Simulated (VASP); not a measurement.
Input of a VASP 6.6.1 run:

The input INCAR:

```
PREC = Accurate ; ENCUT = 520
EDIFF = 1E-6 ; ISMEAR = -1
SIGMA = 0.039 ; LREAL = Auto
LASPH = True ; NELM = 100
ALGO = Normal ; ISIF = 2
LWAVE = False ; LCHARG = False
GGA = PE ; NBANDS = 94
```

The input KPOINTS:

```
regular mesh
0
Gamma
  2 2 2
```

The input POSCAR:

```
TePb
1.0
    0.0000000000      6.5356737040      6.5356737040
    6.5356737040      0.0000000000      6.5356737040
    6.5356737040      6.5356737040      0.0000000000
Pb Te
8 8
Direct
    0.0115021042      0.0036801103     -0.0044840060
   -0.0173020419     -0.0118016143      0.4930256078
    0.0050647418      0.5004993591      0.0062329458
   -0.0192050591      0.4980773440      0.5101553644
    0.4767699768      0.0165731958      0.0128418284
    0.4933010958      0.0086364471      0.4979400973
    0.4980534750      0.4955929789     -0.0081358101
    0.4906854511      0.5053596843      0.5074694898
    0.2580234382      0.2419588357      0.2532972231
    0.2690405886      0.2253186996      0.7583648946
    0.2462847096      0.7731794347      0.2471856113
    0.2589287006      0.7455002683      0.7487810319
    0.7430865156      0.2674379229      0.2520710296
    0.7479827974      0.2567163809      0.7609689108
    0.7435758301      0.7449649754      0.2714421007
    0.7518719909      0.7651667183      0.7091887095
```

Potentials or basis: VASP PAW PBE potentials, release 64 (Pb_d, Te).

Run with:

```console
$ cat potpaw_PBE.64/Pb_d/POTCAR potpaw_PBE.64/Te/POTCAR > POTCAR
$ mpirun -np 1 vasp_std > vasp.out
```

(1) What does it give for the band gap on the k mesh?

(2) Estimate the largest force.

(3) Estimate the pressure.

## Answers

(1) 0.85 eV.

(2) 1.131 eV/Å.

(3) 1.6 GPa.

Caveat: the atoms stand as in a frame of molecular dynamics; the structure was generated, so it needn't be the stable form of TePb; spin-orbit coupling is left out, which moves the levels of the heavy elements; forces of over 1 eV/Å act on the atoms, so gaps and moduli don't describe the material at rest.
